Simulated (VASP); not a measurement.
**W: single point with PBE**

W, a slab with vacuum:

```
CELL_PARAMETERS angstrom
2.85472 0.00000 0.00000
0.00000 2.85472 0.00000
0.00000 0.00000 18.03719
ATOMIC_POSITIONS crystal
W 0.50000 0.50000 0.38809
W 0.00000 0.00000 0.49740
W 0.50000 0.50000 0.60678
```

```yaml
Program: VASP 6.6.1
Task: single point
Functional: PBE
Potentials_or_basis: VASP PAW PBE potentials, release 64 (W_sv)
Cutoff: 520 eV
k_mesh: 10 × 10 × 1
Occupations: gaussian, width 0.1 eV
Spin: no spin polarisation
Dipole_correction: yes
Further_INCAR_settings: ALGO = Normal; EDIFF = 1e-06; NBANDS = 28
```

```
Largest force          : 0.037 eV/Å
Band gap on the k mesh : zero (band 21 reaches 2.67 eV, above the bottom of band 22 at 0.33 eV)
```

Forces in eV/Å, atoms in the order of the input:
```
W    0.000  0.000 -0.037
W    0.000  0.000  0.005
W    0.000  0.000  0.031
```

Levels at points of the mesh, in eV from the Fermi level:
| k point | band 18 | band 19 | band 20 | band 21 | band 22 | band 23 | band 24 | band 25 |
| --- | --- | --- | --- | --- | --- | --- | --- | --- |
| (0.00, 0.00, 0.00) | -1.20 | -0.81 | -0.52 | -0.11 | -0.11 | 1.71 | 1.77 | 1.77 |
| (0.50, 0.00, 0.00) | -1.39 | -0.90 | -0.44 | -0.37 | -0.30 | 0.89 | 1.04 | 1.93 |
| (0.50, 0.50, 0.00) | -1.58 | -1.58 | 1.25 | 2.02 | 2.02 | 3.15 | 3.40 | 4.38 |

Wall time 98 s on 1 thread of Intel(R) Xeon(R) Platinum 8375C CPU @ 2.90GHz (Ice Lake) (shared host), peak memory 0.29 GiB.

Caveat: spin-orbit coupling is left out, which moves the levels of the heavy elements.
